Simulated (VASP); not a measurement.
# Hf (P6/mmm) in VASP: notebook, part 2 of 2

VASP 6.6.1.

### 3 Relaxation of cell and atoms, PBEsol+D4

INCAR

```
ALGO = Fast ; EDIFF = 1E-7
EDIFFG = -0.01 ; ENCUT = 600
GGA = PS ; IBRION = 2
ISIF = 3 ; ISMEAR = -1
IVDW = 13 ; LASPH = True
LCHARG = False ; LREAL = False
LWAVE = False ; NELM = 100
NSW = 60 ; PREC = Accurate
SIGMA = 0.05
```

KPOINTS

```
k-points
0
Gamma
  6 6 9
```

POSCAR

```
Hf
1.0
    4.9623295440      0.0000000000      0.0000000000
   -2.4811647720      4.2975034470      0.0000000000
    0.0000000000      0.0000000000      3.0862322500
Hf
3
Direct
    0.0000000000      0.0000000000      0.0000000000
    0.3333333333      0.6666666667      0.5000000000
    0.6666666667      0.3333333333      0.5000000000
```

Potentials or basis: VASP PAW PBE potentials, release 64 (Hf_pv).

Run with:

```console
$ cat potpaw_PBE.64/Hf_pv/POTCAR > POTCAR
$ mpirun -np 1 vasp_std > vasp.out
```

OUTCAR:

```text
EDIFF = 1E-7
   EDIFFG = -0.01
   ENCUT = 600
   GGA = PS
   IBRION = 2
   ISIF = 3
   ISMEAR = -1
   IVDW = 13
   LASPH = True
   LREAL = False
   NELM = 100
   NSW = 60
   PREC = Accurate

 ion  position               nearest neighbor table
   1  0.000  0.000  0.000-   2 3.25   3 3.25   2 3.25   3 3.25   2 3.25   2 3.25   3 3.25   3 3.25
                             3 3.25   3 3.25   2 3.25   2 3.25
   2  0.333  0.667  0.500-   3 2.87   3 2.87   3 2.87   1 3.25   1 3.25   1 3.25   1 3.25   1 3.25
                             1 3.25
   3  0.667  0.333  0.500-   2 2.87   2 2.87   2 2.87   1 3.25   1 3.25   1 3.25   1 3.25   1 3.25
                             1 3.25

  LATTYP: Found a hexagonal cell.
 ALAT       =     4.9623295440
 C/A-ratio  =     0.6219321435

  Lattice vectors:

 A1 = (   4.9623295440,   0.0000000000,   0.0000000000)
 A2 = (  -2.4811647720,   4.2975034470,   0.0000000000)
 A3 = (   0.0000000000,   0.0000000000,   3.0862322500)

Analysis of symmetry for initial positions (statically):
=====================================================================
 Subroutine PRICEL returns:
 Original cell was already a primitive cell.

 Routine SETGRP: Setting up the symmetry group for a
 hexagonal supercell.

 Subroutine GETGRP returns: Found 24 space group operations
 (whereof 24 operations were pure point group operations)
 out of a pool of 24 trial point group operations.

The static configuration has the point symmetry D_6h.

Analysis of symmetry for dynamics (positions and initial velocities):
=====================================================================
 Subroutine PRICEL returns:
 Original cell was already a primitive cell.

 Routine SETGRP: Setting up the symmetry group for a
 hexagonal supercell.

 Subroutine GETGRP returns: Found 24 space group operations
 (whereof 24 operations were pure point group operations)
 out of a pool of 24 trial point group operations.

The dynamic configuration has the point symmetry D_6h.

 Subroutine INISYM returns: Found 24 space group operations
 (whereof 24 operations are pure point group operations),
 and found     1 'primitive' translations

----------------------------------------------------------------------------------------

                                     Primitive cell

  volume of cell :      65.8158

  direct lattice vectors                    reciprocal lattice vectors
     4.962329544  0.000000000  0.000000000     0.201518257  0.116346620  0.000000000
    -2.481164772  4.297503447  0.000000000     0.000000000  0.232693240  0.000000000
     0.000000000  0.000000000  3.086232250     0.000000000  0.000000000  0.324019685

  length of vectors
     4.962329544  4.962329544  3.086232250     0.232693240  0.232693240  0.324019685

  position of ions in fractional coordinates (direct lattice)
     0.000000000  0.000000000  0.000000000
     0.333333333  0.666666667  0.500000000
     0.666666667  0.333333333  0.500000000

  ion indices of the primitive-cell ions
   primitive index   ion index
                 1           1
                 2           2
                 3           3

----------------------------------------------------------------------------------------

 KPOINTS: k-points

Automatic generation of k-mesh.
 Grid dimensions read from file:
 generate k-points for:    6    6    9

 Generating k-lattice:

  Cartesian coordinates                     Fractional coordinates (reciprocal lattice)
     0.033586376  0.019391103  0.000000000     0.166666667  0.000000000  0.000000000
     0.000000000  0.038782207  0.000000000     0.000000000  0.166666667  0.000000000
     0.000000000  0.000000000  0.036002187     0.000000000  0.000000000  0.111111111

  Length of vectors
     0.038782207  0.038782207  0.036002187

  Shift w.r.t. Gamma in fractional coordinates (k-lattice)
     0.000000000  0.000000000  0.000000000

 Subroutine IBZKPT returns following result:
 ===========================================

 Found     35 irreducible k-points:

 Following reciprocal coordinates:
            Coordinates               Weight
  0.000000  0.000000  0.000000      1.000000
  0.166667 -0.000000  0.000000      6.000000
  0.333333  0.000000  0.000000      6.000000
  0.500000 -0.000000  0.000000      3.000000
  0.166667  0.166667  0.000000      6.000000
  0.333333  0.166667  0.000000     12.000000
[... 16 lines left out ...]
  0.166667 -0.000000  0.333333     12.000000
  0.333333  0.000000  0.333333     12.000000
 [... further k-points ...]
   k-points           NKPTS =     35   k-points in BZ     NKDIM =     35   number of bands    NBANDS=     19
   number of dos      NEDOS =    301   number of ions     NIONS =      3
   total plane-waves  NPLWV =  44800
   dimension x,y,z NGX =    40 NGY =   40 NGZ =   28
   dimension x,y,z NGXF=    80 NGYF=   80 NGZF=   56
   ions per type =               3
   NGX,Y,Z   is equivalent  to a cutoff of  13.40, 13.40, 15.08 a.u.
   NGXF,Y,Z  is equivalent  to a cutoff of  26.80, 26.80, 30.17 a.u.
 SYSTEM =  unknown system
   PREC   = accura    normal or accurate (medium, high low for compatibility)
   ISTART =      0    job   : 0-new  1-cont  2-samecut
   ICHARG =      2    charge: 1-file 2-atom 10-const
   ISPIN  =      1    spin polarized calculation?
   LNONCOLLINEAR =      F non collinear calculations
   LSORBIT =      F    spin-orbit coupling
   LASPH  =      T    aspherical Exc in radial PAW
   ENCUT  =  600.0 eV  44.10 Ry    6.64 a.u.   9.91  9.91  6.16*2*pi/ulx,y,z
   NELM   =    100;   NELMIN=  2; NELMDL= -5     # of ELM steps
   EDIFF  = 0.1E-06   stopping-criterion for ELM
   LREAL  =      F    real-space projection
   EDIFFG = -.1E-01   stopping-criterion for IOM
   NSW    =     60    number of steps for IOM
   IBRION =      2    ionic relax: 0-MD 1-quasi-New 2-CG
   NFREE  =      1    steps in history (QN), initial steepest desc. (CG)
   ISIF   =      3    stress and relaxation
   ISYM   =      2    0-nonsym 1-usesym 2-fastsym
   POTIM  = 0.5000    time-step for ionic-motion
   TEBEG  =    0.0;   TEEND  =   0.0 temperature during run
   PSTRESS=    0.0 pullay stress
   NELECT =      30.0000    total number of electrons
   NUPDOWN=      -1.0000    fix difference up-down
   EMIN   =  10.00;   EMAX   =-10.00  energy-range for DOS
   EFERMI =   0.00;   METHOD = LEGACY
   ISMEAR =    -1;   SIGMA  =   0.05  broadening in eV -4-tet -1-fermi 0-gaus
   EFERMI_NEDOS =   21; number of points for ismear=-14 and -15
   IALGO  =     68    algorithm
   IMIX   =      4    mixing-type and parameters
     AMIX     =   0.40;   BMIX     =  1.00
     AMIX_MAG =   1.60;   BMIX_MAG =  1.00
  volume/ion in A,a.u.               =      21.94       148.05
  Fermi-wavevector in a.u.,A,eV,Ry     =   1.259907  2.380879 21.597416  1.587365
  Thomas-Fermi vector in A             =   2.393443
   LORBIT       =      0    0 simple, 1 ext, 2 COOP (PROOUT), +10 PAW based schemes
   GGA     = PS    functional components
   LHFCALC =     F    Hartree Fock is set to
   AEXX    =    0.0000 exact exchange contribution
   IVDW    =    13    specifies the selected vdW correction
   LEPSILON=     F    determine dielectric tensor
   LRPA    =     F    only Hartree local field effects (RPA)
 conjugate gradient relaxation of ions
 non-spin polarized calculation
 RMM-DIIS sequential band-by-band and
  energy-cutoff  :      600.00
  volume of cell :       65.82
 maximum number of plane-waves:      2220
 NGX is ok and might be reduce to    40
   NGX = 19   NGY = 19   NGZ = 13

--------------------------------------- Ionic step        1  -------------------------------------------

 number of electron      30.0000002 magnetization

 Free energy of the ion-electron system (eV)
  ---------------------------------------------------
  ext. energy  EPLUGINS =         0.00000000
  ---------------------------------------------------
  free energy    TOTEN  =       -31.39948609 eV

  energy without entropy =      -31.37471802  energy(sigma->0) =      -31.38710206

------------------------ aborting loop because EDIFF is reached ----------------------------------------

  DFT-D4 for vdW energy calculation

  Edisp (eV):   -0.37413
[... 155 lines left out ...]
--------------------------------------- Ionic step        5  -------------------------------------------

 number of electron      30.0000001 magnetization

 Free energy of the ion-electron system (eV)
  ---------------------------------------------------
  ext. energy  EPLUGINS =         0.00000000
  ---------------------------------------------------
  free energy    TOTEN  =       -31.41573746 eV

  energy without entropy =      -31.39163806  energy(sigma->0) =      -31.40368776

 E-fermi :   4.9480     XC(G=0): -11.6473

 val. band max:        4.9246480034   @ k =   0.5000  -0.0000   0.2222
 cond. band min:       4.9522222558   @ k =   0.3333   0.3333   0.2222
 fundamental gap:      0.0275742525
 Fermi energy:         4.9479877340

 k-point     1 :       0.0000    0.0000    0.0000
  band No.  band energies     occupation
      1     -25.6252      2.00000
      2     -25.6252      2.00000
      3     -25.6128      2.00000
      4     -25.6128      2.00000
      5     -25.1733      2.00000
      6     -24.9055      2.00000
[... 505 lines left out ...]
      6     -25.2723      2.00000
[... 11 lines left out ...]
     18       6.6241      0.00000
     19       6.6641      0.00000

 [... further k-points ...]

------------------------ aborting loop because EDIFF is reached ----------------------------------------

  DFT-D4 for vdW energy calculation

  Edisp (eV):   -0.38744
[... 26 lines left out ...]
  FREE ENERGIE OF THE ION-ELECTRON SYSTEM (eV)
  ---------------------------------------------------
  free  energy   TOTEN  =       -31.8031780868 eV

  energy  without entropy=      -31.7790786836  energy(sigma->0) =      -31.79112839

 reached required accuracy - stopping structural energy minimisation
```

OSZICAR:

```text
N       E                     dE             d eps       ncg     rms          rms(c)
DAV:   1     0.101435119825E+03    0.10144E+03   -0.18408E+04  1338   0.168E+03
[... 70 lines left out ...]
DAV:   1    -0.314164691459E+02   -0.87545E-03   -0.37282E-02  1339   0.144E+00    0.261E-01
RMM:   2    -0.314158896069E+02    0.57954E-03   -0.69534E-04  1443   0.183E-01    0.729E-02
RMM:   3    -0.314157479047E+02    0.14170E-03   -0.25531E-04  1523   0.918E-02    0.802E-02
RMM:   4    -0.314157412422E+02    0.66625E-05   -0.76753E-05  1637   0.422E-02    0.797E-02
RMM:   5    -0.314157407695E+02    0.47272E-06   -0.23483E-05  1602   0.235E-02    0.513E-02
RMM:   6    -0.314157372191E+02    0.35503E-05   -0.89484E-06  1498   0.161E-02    0.104E-02
RMM:   7    -0.314157374615E+02   -0.24237E-06   -0.29662E-06  1323   0.726E-03    0.313E-03
RMM:   8    -0.314157374638E+02   -0.23224E-08   -0.30630E-07   969   0.230E-03
   5 F= -.31803178E+02 E0= -.31791128E+02  d E =-.114086E-03
```

It took 3.8 min on 1 thread of Intel Xeon Platinum 8259CL at 2.50GHz (Skylake/Cascade Lake), shared host; peak memory 0.23 GiB.

Results:

```
Free energy                            : -31.8032 eV
Relaxed volume                         : 21.16 Å³/atom
Relaxed cell                           : a = 4.896 Å, b = 4.896 Å, c = 3.058 Å, α = 90.00°, β = 90.00°, γ = 120.00°
Space group after relaxing (to 0.05 Å) : P6/mmm (No. 191)
Energy gained by relaxing              : 9.9 meV/atom
Ionic steps                            : 5
Pressure after relaxing                : 0.0 GPa
Band gap on the k mesh                 : zero (band 15 reaches 5.27 eV, above the bottom of band 16 at 4.38 eV)
Dispersion energy per atom             : -0.129 eV
```

Step by step:
```
step  energy change (eV)  largest force (eV/Å)  pressure (GPa)  volume (Å³)
   1              0.0000                0.0000           -3.93        65.82
   2              0.0144                0.0000            5.43        60.82
   3             -0.0294                0.0000           -0.02        63.51
   4             -0.0295                0.0000            0.06        63.47
   5             -0.0296                0.0000            0.05        63.47
```

Final structure:
```
Hf
1.0
     4.89564    0.00000    0.00000
    -2.44782    4.23975    0.00000
     0.00000    0.00000    3.05794
Hf
3
Direct
  0.00000 0.00000 0.00000
  0.33333 0.66667 0.50000
  0.66667 0.33333 0.50000
```

Caveat: the PAW data sets were made with another functional, which shifts forces and pressure a little; spin-orbit coupling is left out, which moves the levels of the heavy elements; pairwise dispersion overbinds metals, which lowers pressure and volume.

### 4 Relaxation of cell and atoms, PBEsol, target pressure 30 GPa, at which the enthalpy is minimised

INCAR

```
PREC = Accurate ; ENCUT = 600
EDIFF = 1E-6 ; ISMEAR = -1
SIGMA = 0.05 ; LREAL = False
LASPH = True ; NELM = 100
ALGO = Fast ; ISIF = 3
LWAVE = False ; LCHARG = False
GGA = PS ; IBRION = 2
NSW = 60 ; EDIFFG = -0.01
PSTRESS = 300.0
```

KPOINTS

```
Automatic mesh
0
Gamma
  6 6 9
```

POSCAR is that of step 3.

Run with:

```console
$ cat potpaw_PBE.64/Hf_pv/POTCAR > POTCAR
$ mpirun -np 1 vasp_std > vasp.out
```

Run time: 9.4 min. Hardware: 1 thread of Intel Xeon Platinum 8375C at 2.90GHz (Ice Lake), shared host; peak memory 0.24 GiB.

The run converged. Its results:

```
Free energy                                            : -30.5360 eV
Relaxed volume                                         : 17.71 Å³/atom
Relaxed cell                                           : a = 4.615 Å, b = 4.615 Å, c = 2.881 Å, α = 90.00°, β = 90.00°, γ = 120.00°
Space group after relaxing (to 0.05 Å)                 : P6/mmm (No. 191)
Energy change on relaxing (the enthalpy is what falls) : +287.8 meV/atom
Ionic steps                                            : 11
Pressure after relaxing                                : 30.0 GPa
Band gap on the k mesh                                 : zero (band 15 reaches 6.71 eV, above the bottom of band 16 at 5.82 eV)
```

Stress tensor (GPa, compression positive):
```
30.06  0.00  0.00
 0.00 30.06  0.00
 0.00  0.00 29.98
```

The path:
| step | energy change (eV) | largest force (eV/Å) | pressure (GPa) | volume (Å³) |
| --- | --- | --- | --- | --- |
| 1 | 0.0000 | 0.0000 | -3.11 | 65.82 |
| 2 | 16.9349 | 0.0000 | 288.07 | 31.39 |
| 3 | 0.5082 | 0.0000 | 21.76 | 55.34 |
| 4 | 0.7384 | 0.0000 | 27.25 | 53.83 |
| 5 | 0.8638 | 0.0000 | 30.03 | 53.13 |
| 6 | 0.8202 | 0.0000 | 29.07 | 53.37 |
| 7 | 0.8229 | 0.0000 | 29.14 | 53.35 |
| 8 | 0.8227 | 0.0000 | 29.14 | 53.35 |
| 9 | 0.8349 | 0.0000 | 29.37 | 53.29 |
| 10 | 0.8683 | 0.0000 | 30.11 | 53.11 |
| 11 | 0.8635 | 0.0000 | 30.03 | 53.13 |

Final structure:
```
Hf
1.0
     4.61482    0.00000    0.00000
    -2.30741    3.99655    0.00000
     0.00000    0.00000    2.88078
Hf
3
Direct
  0.00000 0.00000 0.00000
  0.33333 0.66667 0.50000
  0.66667 0.33333 0.50000
```

Levels at points of the mesh, in eV from the Fermi level:
| k point | band 11 | band 12 | band 13 | band 14 | band 15 | band 16 | band 17 | band 18 | band 19 |
| --- | --- | --- | --- | --- | --- | --- | --- | --- | --- |
| (0.00, 0.00, 0.00) | -3.38 | -0.63 | -0.52 | -0.52 | -0.46 | -0.46 | 1.25 | 2.45 | 2.45 |
| (0.50, 0.00, 0.00) | -4.53 | -4.29 | -0.85 | -0.83 | -0.62 | 0.00 | 1.02 | 1.58 | 2.24 |

Caveat: the cell is relaxed towards a set pressure, so the enthalpy falls and the energy may rise; the volume moved by over 15 % at a fixed basis, so the end points are rough; the PAW data sets were made with another functional, which shifts forces and pressure a little; spin-orbit coupling is left out, which moves the levels of the heavy elements.

### 5 Single point, PBEsol

INCAR

```
ALGO     = Normal         # electronic algorithm
EDIFF    = 1E-7           # SCF threshold, eV
ENCUT    = 520            # plane-wave cutoff, eV
GGA      = PS             # functional
ISIF     = 2              # what is computed and relaxed
ISMEAR   = -1             # smearing method
LASPH    = T              # aspherical terms in the spheres
LCHARG   = T              # write CHGCAR
LELF     = T              # ELF
LREAL    = F              # projectors in reciprocal space
LVHAR    = T            
LWAVE    = F              # write WAVECAR
NBANDS   = 22             # bands
NELM     = 80             # most SCF steps
PREC     = Accurate       # precision mode
SIGMA    = 0.05           # smearing width, eV
```

KPOINTS

```
k-points
0
Gamma
  6 6 9
```

POSCAR is that of step 4.

Run with:

```console
$ cat potpaw_PBE.64/Hf_pv/POTCAR > POTCAR
$ mpirun -np 1 vasp_std > vasp.out
```

It took 20 s on 1 thread of Intel Xeon 6975P-C (Granite Rapids), shared host; peak memory 0.2 GiB.

The run converged. Its results:

| Quantity | Value |
| --- | --- |
| Free energy | -31.3988 eV |
| Pressure | -3.1 GPa |
| Band gap on the k mesh | zero (band 15 reaches 4.99 eV, above the bottom of band 16 at 4.11 eV) |

Stress tensor (GPa, compression positive):
```
-3.26  0.00  0.00
 0.00 -3.26  0.00
 0.00  0.00 -2.64
```

Levels at points of the mesh, in eV from the Fermi level:
```csv
k point,band 12,band 13,band 14,band 15,band 16,band 17,band 18,band 19
"(0.00, 0.00, 0.00)",-0.62,-0.62,-0.62,-0.58,-0.58,1.11,2.15,2.15
"(0.50, 0.00, 0.00)",-3.54,-0.45,-0.40,-0.34,0.20,0.88,1.13,1.59
```

Caveat: the PAW data sets were made with another functional, which shifts forces and pressure a little; spin-orbit coupling is left out, which moves the levels of the heavy elements.

### 6 Overview

```tsv
task	level	cell	cutoff (eV)	gap on the mesh (eV)	pressure (GPa)	relaxed volume (Å³/atom)
relaxation of cell and atoms	PBEsol+D3(BJ)	relaxed	600	none	0.0	20.59
relaxation of cell and atoms	PBEsol+D4	relaxed	600	none	0.0	21.16
relaxation of cell and atoms	PBEsol	relaxed to 30 GPa	600	none	30.0	-
single point	PBEsol	as given	520	none	-3.1	-
```

Alike in all rows: potentials or basis VASP PAW PBE potentials, release 64 (Hf_pv); no spin polarisation; k mesh 6 × 6 × 9; smearing fermi-dirac 0.05 eV.

Caveats: the PAW data sets were made with another functional, which shifts forces and pressure a little; spin-orbit coupling is left out, which moves the levels of the heavy elements; pairwise dispersion overbinds metals, which lowers pressure and volume (some runs); the cell is relaxed towards a set pressure, so the enthalpy falls and the energy may rise (some runs); the volume moved by over 15 % at a fixed basis, so the end points are rough (some runs).

Total energies depend on the potentials used, so only differences within one code and one set of settings carry meaning.
